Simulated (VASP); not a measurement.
A run of VASP 6.6.1:

INCAR

```
SYSTEM = InSb2
PREC     = Accurate       ! precision mode
ENCUT    = 520            ! plane-wave cutoff, eV
EDIFF    = 1E-7           ! SCF threshold, eV
ISMEAR   = 0              ! smearing method
SIGMA    = 0.1            ! smearing width, eV
LREAL    = .False.        ! projectors in reciprocal space
LASPH    = .True.         ! aspherical terms in the spheres
NELM     = 60             ! most SCF steps
ALGO     = Normal         ! electronic algorithm
ISIF     = 2              ! what is computed and relaxed
LWAVE    = .False.        ! write WAVECAR
LCHARG   = .False.        ! write CHGCAR
GGA      = PE             ! functional
NBANDS   = 18             ! bands
```

File KPOINTS:

```
Automatic mesh
0
Gamma
  4 4 4
  0 0 0
```

Contents of POSCAR:

```
InSb2
1.0
    0.0000000000      3.6203356966      3.6203356966
    3.6203356966      0.0000000000      3.6203356966
    3.6203356966      3.6203356966      0.0000000000
In Sb
1 2
Direct
    0.0000000000      0.0000000000      0.0000000000
    0.2500000000      0.2500000000      0.2500000000
    0.7500000000      0.7500000000      0.7500000000
```

Potentials or basis: VASP PAW PBE potentials, release 64 (In_d, Sb).

Command:

```bash
$ cat potpaw_PBE.64/In_d/POTCAR potpaw_PBE.64/Sb/POTCAR > POTCAR
$ mpirun -np 1 vasp_std > vasp.out
```

Hardware: 1 thread of Intel(R) Xeon(R) Platinum 8488C (Sapphire Rapids), with other jobs on the host.

How long does it take, and how much memory?

Wall time 14 s on 1 thread of Intel(R) Xeon(R) Platinum 8488C (Sapphire Rapids), with other jobs on the host, peak memory 0.23 GiB. Counts: scf iterations 14, k points 8.
